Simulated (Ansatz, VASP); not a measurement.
**One calculation of GaSb3, two programs**

```
Ga Sb
1.0
    -0.09718    3.64667    3.24554
     3.54949    0.00000    3.14835
     3.64667    3.64667   -0.09718
Ga Sb
1 3
Cartesian
  0.0000 0.0000 0.0000
  1.7747 1.8233 1.5742
  5.3242 5.4700 4.7225
  3.5495 3.6467 3.1484
```

Change from the starting cell: engineering shear strain xz -0.0533, normal strain along z -0.1100.

Alike in both runs: task single point; functional PBEsol; k mesh 10 × 10 × 10; occupations gaussian, width 0.15 eV; no spin polarisation.

```csv
,VASP,Ansatz
version,VASP 6.6.1,Ansatz 0.2.0
potentials or method,"VASP PAW PBE potentials, release 64 (Ga_d, Sb), cutoff 520 eV","scalar-relativistic, plane waves, PAW"
valence electrons in the cell,28,58
```

Ansatz gave:

* gap on the k mesh at the Fermi level (eV): none
* pressure (GPa): 10.9
* traceless stress, the component that is largest in VASP (GPa): 2.04
* rms of the force components (eV/Å): 0.091

Q: Which values does VASP return?

A: gap on the k mesh at the Fermi level (eV): none; pressure (GPa): 11.0; traceless stress, the component that is largest in VASP (GPa): 2.09; rms of the force components (eV/Å): 0.094.

VASP's potentials were made for PBE, not for PBEsol, and Ansatz warns of the same on its side. Atom by atom the forces differ by 0.002 eV/Å (rms over components). A gap of «none» marks a metal or a gap that the smearing closes. VASP's potentials hold 28 valence electrons a cell and Ansatz's 58, so a difference there can come from the potentials and not from the codes.

Neither program's run includes spin-orbit coupling.
